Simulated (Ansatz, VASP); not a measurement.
**BaTe in VASP and in Ansatz**

Contents of INCAR:

```
PREC     = Accurate       # precision mode
ENCUT    = 520            # plane-wave cutoff, eV
EDIFF    = 1E-7           # SCF threshold, eV
ISMEAR   = -1             # smearing method
SIGMA    = 0.05           # smearing width, eV
LREAL    = False          # projectors in reciprocal space
LASPH    = True           # aspherical terms in the spheres
NELM     = 60             # most SCF steps
ALGO     = Normal         # electronic algorithm
ISIF     = 2              # what is computed and relaxed
LWAVE    = False          # write WAVECAR
LCHARG   = False          # write CHGCAR
NBANDS   = 15             # bands
```

File KPOINTS:

```
Automatic mesh
0
Gamma
  10 10 10
```

POSCAR

```
BaTe
1.0
    0.0000000000      3.4100000000      3.4100000000
    3.4100000000      0.0000000000      3.4100000000
    3.4100000000      3.4100000000      0.0000000000
Ba Te
1 1
Direct
    0.0000000000      0.0000000000      0.0000000000
    0.5000000000      0.5000000000      0.5000000000
```

Input for Ansatz:

```yaml
crystal:
  lattice:
    - [0.0, 3.41, 3.41]
    - [3.41, 0.0, 3.41]
    - [3.41, 3.41, 0.0]
  atoms:
    - { symbol: Ba, position: [0.0, 0.0, 0.0] }
    - { symbol: Te, position: [0.5, 0.5, 0.5] }
kpoints:
  mp_grid: { grid: [10, 10, 10] }
  band_path:
    path:
      - [0.0, 0.0, 0.0]
      - [0.5, 0.0, 0.5]
      - [0.625, 0.25, 0.625]
      - [0.375, 0.375, 0.75]
      - [0.0, 0.0, 0.0]
      - [0.5, 0.5, 0.5]
      - [0.5, 0.25, 0.75]
      - [0.5, 0.0, 0.5]
    npoints: 5
scf:
  occupations: { method: fermi_dirac, width: 0.05 }
hamiltonian:
  xc: lda
  pseudopotentials: { kind: all_electron, lapw: { basis_error: 0.0005 } }
output:
  forces: true
  stress: true
  eigenvalues: true
```

Alike in both runs: task single point; functional LDA; k mesh 10 × 10 × 10; occupations fermi-dirac, width 0.05 eV; no spin polarisation.

|  | VASP | Ansatz |
| --- | --- | --- |
| version | VASP 6.6.1 | Ansatz 0.2.0 |
| potentials or method | VASP PAW LDA potentials, release 64 (Ba_sv, Te), cutoff 520 eV | all-electron LAPW, scalar-relativistic |

Ansatz gave:

* pressure (GPa): 0.8

Task: Which values does VASP return?

Result: Pressure (GPa): 1.2.

LDA's correlation is that of Perdew and Zunger in VASP and of Perdew and Wang (1992) in Ansatz. Ansatz ran all-electron here, and VASP with PAW potentials.

Neither program's run includes spin-orbit coupling.
